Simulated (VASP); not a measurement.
# NbTe4Mo (P-6m2) in VASP: further runs, part 2 of 2

VASP 6.6.1. Earlier steps stand in the parts before.

## Step 4: Single point, PBE

This run uses another cell than the first one, of 27.92 Å³/atom.

Input file INCAR:

```
SYSTEM = NbTe4Mo
  PREC = Accurate
  ENCUT = 520
  EDIFF = 1E-6
  ISMEAR = 0
  SIGMA = 0.1
  LREAL = .FALSE.
  LASPH = .TRUE.
  NELM = 100
  ALGO = Normal
  ISIF = 2
  LWAVE = .FALSE.
  LCHARG = .FALSE.
  GGA = PE
  NBANDS = 34
```

Input file KPOINTS:

```
Automatic mesh
0
G
  12 12 4
  0 0 0
```

Input file POSCAR:

```
NbTe4Mo
1.0
    3.6233800762      0.0000000000      0.0000000000
   -1.8116900381      3.1379391936      0.0000000000
    0.0000000000      0.0000000000     14.7358980545
Nb Te Mo
1 4 1
Direct
    0.6666666667      0.3333333333      0.5000000000
    0.3333333333      0.6666666667      0.3732772355
    0.6666666667      0.3333333333      0.8789822314
    0.3333333333      0.6666666667      0.6267227645
    0.6666666667      0.3333333333      0.1210177686
    0.3333333333      0.6666666667      0.0000000000
```

Potentials or basis: VASP PAW PBE potentials, release 64 (Nb_sv, Te, Mo_sv).

Run with:

```bash
$ cat potpaw_PBE.64/Nb_sv/POTCAR potpaw_PBE.64/Te/POTCAR potpaw_PBE.64/Mo_sv/POTCAR > POTCAR
$ mpirun -np 1 vasp_std > vasp.out
```

OUTCAR:

```text
SYSTEM = NbTe4Mo
   PREC = Accurate
   ENCUT = 520
   EDIFF = 1E-6
   ISMEAR = 0
   LREAL = .FALSE.
   LASPH = .TRUE.
   NELM = 100
   ISIF = 2
   GGA = PE

 ion  position               nearest neighbor table
   1  0.667  0.333  0.500-   2 2.80   4 2.80   2 2.80   4 2.80   2 2.80   4 2.80
   2  0.333  0.667  0.373-   1 2.80   1 2.80   1 2.80
   3  0.667  0.333  0.879-   6 2.75   6 2.75   6 2.75   5 3.57
   4  0.333  0.667  0.627-   1 2.80   1 2.80   1 2.80
   5  0.667  0.333  0.121-   6 2.75   6 2.75   6 2.75   3 3.57
   6  0.333  0.667  0.000-   3 2.75   5 2.75   3 2.75   5 2.75   3 2.75   5 2.75

  LATTYP: Found a hexagonal cell.
 ALAT       =     3.6233800762
 C/A-ratio  =     4.0668927202

  Lattice vectors:

 A1 = (   3.6233800762,   0.0000000000,   0.0000000000)
 A2 = (  -1.8116900381,   3.1379391936,   0.0000000000)
 A3 = (   0.0000000000,   0.0000000000,  14.7358980545)

Analysis of symmetry for initial positions (statically):
=====================================================================
 Subroutine PRICEL returns:
 Original cell was already a primitive cell.

 Routine SETGRP: Setting up the symmetry group for a
 hexagonal supercell.

 Subroutine GETGRP returns: Found 12 space group operations
 (whereof 12 operations were pure point group operations)
 out of a pool of 24 trial point group operations.

The static configuration has the point symmetry D_3h.

Analysis of symmetry for dynamics (positions and initial velocities):
=====================================================================
 Subroutine PRICEL returns:
 Original cell was already a primitive cell.

 Routine SETGRP: Setting up the symmetry group for a
 hexagonal supercell.

 Subroutine GETGRP returns: Found 12 space group operations
 (whereof 12 operations were pure point group operations)
 out of a pool of 24 trial point group operations.

The dynamic configuration has the point symmetry D_3h.

 Subroutine INISYM returns: Found 12 space group operations
 (whereof 12 operations are pure point group operations),
 and found     1 'primitive' translations

----------------------------------------------------------------------------------------

                                     Primitive cell

  volume of cell :     167.5464

  direct lattice vectors                    reciprocal lattice vectors
     3.623380076  0.000000000  0.000000000     0.275985400  0.159340245  0.000000000
    -1.811690038  3.137939194  0.000000000     0.000000000  0.318680490  0.000000000
     0.000000000  0.000000000 14.735898054     0.000000000  0.000000000  0.067861490

  length of vectors
     3.623380076  3.623380076 14.735898054     0.318680490  0.318680490  0.067861490

  position of ions in fractional coordinates (direct lattice)
     0.666666667  0.333333333  0.500000000
     0.333333333  0.666666667  0.373277235
     0.666666667  0.333333333  0.878982231
     0.333333333  0.666666667  0.626722765
     0.666666667  0.333333333  0.121017769
     0.333333333  0.666666667  0.000000000

  ion indices of the primitive-cell ions
   primitive index   ion index
                 1           1
                 2           2
                 3           3
                 4           4
                 5           5
                 6           6
[... 30 lines left out ...]
  0.083333  0.000000  0.000000      6.000000
  0.166667  0.000000  0.000000      6.000000
  0.250000 -0.000000  0.000000      6.000000
  0.333333 -0.000000  0.000000      6.000000
  0.416667  0.000000  0.000000      6.000000
[... 16 lines left out ...]
  0.250000 -0.000000  0.250000     12.000000
  0.333333 -0.000000  0.250000     12.000000
 [... further k-points ...]
   k-points           NKPTS =     57   k-points in BZ     NKDIM =     57   number of bands    NBANDS=     34
   number of dos      NEDOS =    301   number of ions     NIONS =      6
   total plane-waves  NPLWV =  87808
   dimension x,y,z NGX =    28 NGY =   28 NGZ =  112
   dimension x,y,z NGXF=    56 NGYF=   56 NGZF=  224
   ions per type =               1   4   1
   NGX,Y,Z   is equivalent  to a cutoff of  12.85, 12.85, 12.64 a.u.
   NGXF,Y,Z  is equivalent  to a cutoff of  25.69, 25.69, 25.27 a.u.
 SYSTEM =  NbTe4Mo
   PREC   = accura    normal or accurate (medium, high low for compatibility)
   ISTART =      0    job   : 0-new  1-cont  2-samecut
   ICHARG =      2    charge: 1-file 2-atom 10-const
   ISPIN  =      1    spin polarized calculation?
   LNONCOLLINEAR =      F non collinear calculations
   LSORBIT =      F    spin-orbit coupling
   LASPH  =      T    aspherical Exc in radial PAW
   ENCUT  =  520.0 eV  38.22 Ry    6.18 a.u.   6.74  6.74 27.40*2*pi/ulx,y,z
   NELM   =    100;   NELMIN=  2; NELMDL= -5     # of ELM steps
   EDIFF  = 0.1E-05   stopping-criterion for ELM
   LREAL  =      F    real-space projection
   EDIFFG = 0.1E-04   stopping-criterion for IOM
   NSW    =      0    number of steps for IOM
   IBRION =     -1    ionic relax: 0-MD 1-quasi-New 2-CG
   NFREE  =      0    steps in history (QN), initial steepest desc. (CG)
   ISIF   =      2    stress and relaxation
   ISYM   =      2    0-nonsym 1-usesym 2-fastsym
   POTIM  = 0.5000    time-step for ionic-motion
   TEBEG  =    0.0;   TEEND  =   0.0 temperature during run
   PSTRESS=    0.0 pullay stress
   NELECT =      51.0000    total number of electrons
   NUPDOWN=      -1.0000    fix difference up-down
   EMIN   =  10.00;   EMAX   =-10.00  energy-range for DOS
   EFERMI =   0.00;   METHOD = LEGACY
   ISMEAR =     0;   SIGMA  =   0.10  broadening in eV -4-tet -1-fermi 0-gaus
   EFERMI_NEDOS =   21; number of points for ismear=-14 and -15
   IALGO  =     38    algorithm
   IMIX   =      4    mixing-type and parameters
     AMIX     =   0.40;   BMIX     =  1.00
     AMIX_MAG =   1.60;   BMIX_MAG =  1.00
  volume/ion in A,a.u.               =      27.92       188.44
  Fermi-wavevector in a.u.,A,eV,Ry     =   1.101252  2.081064 16.500534  1.212755
  Thomas-Fermi vector in A             =   2.237676
   LORBIT       =      0    0 simple, 1 ext, 2 COOP (PROOUT), +10 PAW based schemes
   GGA     = PE    functional components
   LHFCALC =     F    Hartree Fock is set to
   AEXX    =    0.0000 exact exchange contribution
   IVDW    =     0    specifies the selected vdW correction
   LEPSILON=     F    determine dielectric tensor
   LRPA    =     F    only Hartree local field effects (RPA)
 non-spin polarized calculation
 Gauss-broadening in eV      SIGMA  =   0.10
  energy-cutoff  :      520.00
  volume of cell :      167.55
 maximum number of plane-waves:      4538
 NGX is ok and might be reduce to    28
   NGX = 13   NGY = 13   NGZ = 55

 number of electron      51.0000001 magnetization

 Free energy of the ion-electron system (eV)
  ---------------------------------------------------
  ext. energy  EPLUGINS =         0.00000000
  ---------------------------------------------------
  free energy    TOTEN  =       -35.82533611 eV

  energy without entropy =      -35.80648644  energy(sigma->0) =      -35.81591127

 E-fermi :   6.8441     XC(G=0):  -9.8365

 val. band max:        6.8440345766   @ k =   0.2500   0.1667   0.5000
 cond. band min:       6.8562253567   @ k =   0.4167   0.0833   0.0000
 fundamental gap:      0.0121907801
 Fermi energy:         6.8441456333

 k-point     1 :       0.0000    0.0000    0.0000
  band No.  band energies     occupation
      1     -54.0632      2.00000
      2     -48.0577      2.00000
      3     -28.1748      2.00000
      4     -28.1211      2.00000
      5     -28.1211      2.00000
      6     -24.1174      2.00000
[... 877 lines left out ...]
     33      10.1172      0.00000
     34      10.7162      0.00000

 [... further k-points ...]

------------------------ aborting loop because EDIFF is reached ----------------------------------------

  FORCE on cell =-STRESS in cart. coord.  units (eV):
  Direction    XX          YY          ZZ          XY          YZ          ZX
  --------------------------------------------------------------------------------------
  -------------------------------------------------------------------------------------
  Total       -0.0564453     -0.0564453      0.0126072      0.0000000      0.0000000      0.0000000
  in kB       -0.5397636     -0.5397636      0.1205571      0.0000000      0.0000000      0.0000000
  external PRESSURE =      -0.3196567 kB  Pullay stress =       0.0000000 kB

 VOLUME and BASIS-vectors are now :
 -----------------------------------------------------------------------------
  energy-cutoff  :      520.00
  volume of cell :      167.55
      direct lattice vectors                 reciprocal lattice vectors
     3.623380076  0.000000000  0.000000000     0.275985400  0.159340245  0.000000000
    -1.811690038  3.137939194  0.000000000     0.000000000  0.318680490  0.000000000
     0.000000000  0.000000000 14.735898054     0.000000000  0.000000000  0.067861490

 POSITION                                       TOTAL-FORCE (eV/Angst)
 -----------------------------------------------------------------------------------
      1.81169      1.04598      7.36795         0.000000     -0.000000      0.000000
     -0.00000      2.09196      5.50058         0.000000     -0.000000      0.006787
      1.81169      1.04598     12.95259         0.000000     -0.000000     -0.013500
     -0.00000      2.09196      9.23532         0.000000     -0.000000     -0.006787
      1.81169      1.04598      1.78331         0.000000     -0.000000      0.013500
     -0.00000      2.09196      0.00000        -0.000000      0.000000      0.000000
 -----------------------------------------------------------------------------------
    total drift:                               -0.000000      0.000000      0.000000

  FREE ENERGIE OF THE ION-ELECTRON SYSTEM (eV)
  ---------------------------------------------------
  free  energy   TOTEN  =       -35.8253361059 eV

  energy  without entropy=      -35.8064864405  energy(sigma->0) =      -35.81591127
```

It took 3.3 min on 1 thread of Intel Xeon 6975P-C (Granite Rapids), shared host; peak memory 0.49 GiB.

What came out:

| Quantity | Value |
| --- | --- |
| Free energy | -35.8253 eV |
| Pressure | 0.0 GPa |
| Largest force | 0.013 eV/Å |
| Band gap on the k mesh | zero (an odd number of electrons rules out a gap without spin polarisation) |

Forces in eV/Å, atoms in the order of the input:
```
Nb   0.000  0.000  0.000
Te   0.000  0.000  0.007
Te   0.000  0.000 -0.013
Te   0.000  0.000 -0.007
Te   0.000  0.000  0.013
Mo   0.000  0.000  0.000
```

Caveat: spin-orbit coupling is left out, which moves the levels of the heavy elements; this functional lacks dispersion, which binds the layers, so the pressure and a relaxed spacing across them are unreliable.

## Step 5: Relaxation of cell and atoms, PBE

This run uses another cell than the first one, of 28.74 Å³/atom.

Input file INCAR:

```
SYSTEM = NbTe4Mo
PREC = Accurate
ENCUT = 600
EDIFF = 1E-6
ISMEAR = 0
SIGMA = 0.1
LREAL = .False.
LASPH = .True.
NELM = 60
ALGO = Normal
ISIF = 3
LWAVE = .False.
LCHARG = .False.
GGA = PE
IBRION = 2
NSW = 90
EDIFFG = -0.04
```

Input file KPOINTS:

```
regular mesh
0
Gamma
  6 6 2
  0 0 0
```

Input file POSCAR:

```
NbTe4Mo
1.0
    3.6872734600      0.0000000000      0.0000000000
   -1.8436367300      3.1932724900      0.0000000000
    0.0000000000      0.0000000000     14.6451270400
Nb Te Mo
1 4 1
Direct
    0.6666666700      0.3333333300      0.5000000000
    0.3333333300      0.6666666700      0.3709999900
    0.6666666700      0.3333333300      0.8709999900
    0.3333333300      0.6666666700      0.6290000100
    0.6666666700      0.3333333300      0.1290000100
    0.3333333300      0.6666666700      0.0000000000
```

Run with:

```bash
$ cat potpaw_PBE.64/Nb_sv/POTCAR potpaw_PBE.64/Te/POTCAR potpaw_PBE.64/Mo_sv/POTCAR > POTCAR
$ mpirun -np 1 vasp_std > vasp.out
```

It took 13 min on 1 thread of Intel Xeon 6975P-C (Granite Rapids), shared host; peak memory 0.4 GiB.

The run converged. Its results:

- Free energy: -35.8195 eV
- Relaxed volume: 27.93 Å³/atom
- Relaxed cell: a = 3.630 Å, b = 3.630 Å, c = 14.686 Å, α = 90.00°, β = 90.00°, γ = 120.00°
- Space group after relaxing (to 0.1 Å): P-6m2 (No. 187)
- Energy gained by relaxing: 41.9 meV/atom
- Ionic steps: 17
- Pressure after relaxing: -0.2 GPa
- Largest force after relaxing: 0.022 eV/Å
- Band gap on the k mesh: zero (an odd number of electrons rules out a gap without spin polarisation)

Forces in eV/Å, atoms in the order of the input:
```
Nb   0.000  0.000  0.000
Te   0.000  0.000  0.022
Te   0.000  0.000  0.017
Te   0.000  0.000 -0.022
Te   0.000  0.000 -0.017
Mo   0.000  0.000  0.000
```

Stress tensor (GPa, compression positive):
```
-0.23  0.00  0.00
 0.00 -0.23  0.00
 0.00  0.00 -0.08
```

The path:
| step | energy change (eV) | largest force (eV/Å) | pressure (GPa) | volume (Å³) |
| --- | --- | --- | --- | --- |
| 1 | 0.0000 | 1.3846 | -4.99 | 172.44 |
| 2 | 0.1664 | 1.6783 | 9.17 | 151.02 |
| 3 | -0.2195 | 0.4305 | 0.07 | 162.67 |
| 4 | -0.2197 | 0.4015 | 0.22 | 162.44 |
| 5 | -0.2387 | 0.2038 | 0.18 | 162.71 |
| 6 | -0.2444 | 0.0386 | 0.16 | 162.97 |
| 7 | -0.2451 | 0.0936 | -0.14 | 163.64 |
| 8 | -0.2451 | 0.0965 | -0.17 | 163.68 |
| 9 | -0.2456 | 0.0935 | -0.16 | 163.78 |
| 10 | -0.2470 | 0.0850 | -0.11 | 164.07 |
| 11 | -0.2486 | 0.0857 | -0.02 | 164.66 |
| 12 | -0.2481 | 0.0957 | 0.19 | 165.82 |
| 13 | -0.2490 | 0.0884 | 0.06 | 165.15 |
| 14 | -0.2505 | 0.0325 | 0.19 | 165.60 |
| 15 | -0.2509 | 0.0557 | 0.34 | 166.31 |
| 16 | -0.2510 | 0.0340 | 0.27 | 166.08 |
| 17 | -0.2514 | 0.0216 | -0.18 | 167.58 |

Final structure:
```
Nb Te Mo
1.0
     3.62995    0.00000    0.00000
    -1.81497    3.14363    0.00000
     0.00000    0.00000   14.68572
Nb Te Mo
1 4 1
Direct
  0.66667 0.33333 0.50000
  0.33333 0.66667 0.37308
  0.66667 0.33333 0.87855
  0.33333 0.66667 0.62692
  0.66667 0.33333 0.12145
  0.33333 0.66667 0.00000
```

Levels at points of the mesh, in eV from the Fermi level:
| k point | band 23 | band 24 | band 25 | band 26 | band 27 | band 28 |
| --- | --- | --- | --- | --- | --- | --- |
| (0.00, 0.00, 0.00) | -0.48 | -0.38 | -0.38 | 0.35 | 2.63 | 2.63 |
| (0.50, 0.00, 0.00) | -0.88 | -0.72 | -0.44 | -0.25 | 1.04 | 1.38 |
| (0.00, 0.00, 0.50) | -0.38 | -0.38 | -0.11 | 0.37 | 2.63 | 2.63 |
| (0.50, 0.00, 0.50) | -0.87 | -0.70 | -0.43 | -0.26 | 1.04 | 1.40 |

Caveat: spin-orbit coupling is left out, which moves the levels of the heavy elements; this functional lacks dispersion, which binds the layers, so the pressure and a relaxed spacing across them are unreliable.

## Step 6: The runs side by side

| task | cell | k mesh | cutoff (eV) | gap on the mesh (eV) | pressure (GPa) | largest force (eV/Å) |
| --- | --- | --- | --- | --- | --- | --- |
| single point | a = 3.631, b = 3.631, c = 14.719 Å, angles 90.0, 90.0, 120.0°, 6 atoms, atomic positions A | 6 × 6 × 2 | 520 | none | -0.2 | 0.02 |
| single point | a = 3.687, b = 3.687, c = 14.645 Å, angles 90.0, 90.0, 120.0°, 6 atoms, atomic positions B | 6 × 6 × 2 | 520 | none | -5.0 | 1.38 |
| single point | a = 3.623, b = 3.623, c = 14.736 Å, angles 90.0, 90.0, 120.0°, 6 atoms, atomic positions A | 12 × 12 × 4 | 520 | none | 0.0 | 0.01 |
| relaxation of cell and atoms | relaxed from a = 3.687, b = 3.687, c = 14.645 Å, angles 90.0, 90.0, 120.0°, 6 atoms, atomic positions B | 6 × 6 × 2 | 600 | none | -0.2 | 0.02 |

Alike in all rows: level PBE; potentials or basis VASP PAW PBE potentials, release 64 (Nb_sv, Te, Mo_sv); no spin polarisation; smearing gaussian 0.1 eV.

Caveats: spin-orbit coupling is left out, which moves the levels of the heavy elements; this functional lacks dispersion, which binds the layers, so the pressure and a relaxed spacing across them are unreliable; the cell stands under tension (at least some runs); forces of over 1 eV/Å act on the atoms, so gaps and moduli don't describe the material at rest (at least some runs).

Total energies depend on the potentials used, so only differences within one code and one set of settings carry meaning.
